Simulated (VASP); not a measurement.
A run of VASP 6.6.1:

INCAR

```
SYSTEM = SbP
PREC = Accurate
ENCUT = 520
EDIFF = 1E-6
ISMEAR = -1
SIGMA = 0.08
LREAL = .FALSE.
LASPH = .TRUE.
NELM = 100
ALGO = Normal
ISIF = 2
LWAVE = .FALSE.
LCHARG = .TRUE.
GGA = PS
LELF = .TRUE.
LVHAR = .TRUE.
NBANDS = 12
```

File KPOINTS:

```
Automatic mesh
0
G
  11 11 11
  0 0 0
```

File POSCAR:

```
SbP
1.0
    0.0000000000      2.4620436195      2.4620436195
    2.4620436195      0.0000000000      2.4620436195
    2.4620436195      2.4620436195      0.0000000000
Sb P
1 1
Direct
    0.0000000000      0.0000000000      0.0000000000
    0.2500000000      0.2500000000      0.2500000000
```

Potentials or basis: VASP PAW PBE potentials, release 64 (Sb, P).

Run with:

```console
$ cat potpaw_PBE.64/Sb/POTCAR potpaw_PBE.64/P/POTCAR > POTCAR
$ mpirun -np 1 vasp_std > vasp.out
```

Hardware: 1 thread of AMD EPYC 7R13, with other jobs on the host.

Problem. How long does it take, and how much memory?

Solution. Run time: 41 s on 1 thread of AMD EPYC 7R13 (shared host), peak memory 0.14 GiB. Counts: scf iterations 12, k points 56.
